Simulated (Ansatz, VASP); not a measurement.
Hf: VASP beside Ansatz

File INCAR:

```
SYSTEM = Hf
PREC = Accurate
ENCUT = 520
EDIFF = 1E-6
ISMEAR = 0
SIGMA = 0.15
LREAL = .False.
LASPH = .True.
NELM = 100
ALGO = Fast
ISIF = 2
LWAVE = .False.
LCHARG = .True.
GGA = PS
LELF = .True.
LVHAR = .True.
NBANDS = 11
```

KPOINTS

```
regular mesh
0
Gamma
  18 18 18
  0 0 0
```

Contents of POSCAR:

```
Hf
1.0
   -1.7147500000      1.7147500000      1.7147500000
    1.7147500000     -1.7147500000      1.7147500000
    1.7147500000      1.7147500000     -1.7147500000
Hf
1
Direct
    0.0000000000      0.0000000000      0.0000000000
```

Input for Ansatz:

```yaml
crystal:
  lattice:
    - [-1.71475, 1.71475, 1.71475]
    - [1.71475, -1.71475, 1.71475]
    - [1.71475, 1.71475, -1.71475]
  atoms:
    - { symbol: Hf, position: [0.0, 0.0, 0.0] }
basis:
  ecutwfc: 420
kpoints:
  mp_grid: { grid: [18, 18, 18] }
hamiltonian:
  xc: pbesol
scf:
  occupations: { method: gaussian, width: 0.15 }
output:
  forces: true
  stress: true
  eigenvalues: true
```

Change from the starting cell: strain -0.050 along x and y, -0.050 along z, atoms carried along.

Alike in both runs: task single point; functional PBEsol; k mesh 18 × 18 × 18; occupations gaussian, width 0.15 eV; no spin polarisation.

|  | VASP | Ansatz |
| --- | --- | --- |
| version | VASP 6.6.1 | Ansatz 0.2.0 |
| potentials or method | VASP PAW PBE potentials, release 64 (Hf_pv), cutoff 520 eV | scalar-relativistic, plane waves, PAW |
| valence electrons in the cell | 10 | 26 |

|  | VASP | Ansatz | Ansatz less VASP |
| --- | --- | --- | --- |
| gap on the k mesh at the Fermi level (eV) | none | none | - |
| pressure (GPa) | 6.0 | 6.2 | +0.23 |

VASP's potentials were made for PBE, not for PBEsol. A gap of «none» marks a metal or a gap that the smearing closes. VASP's potentials hold 10 valence electrons a cell and Ansatz's 26, so a difference there can come from the potentials and not from the codes.

Neither program's run includes spin-orbit coupling.
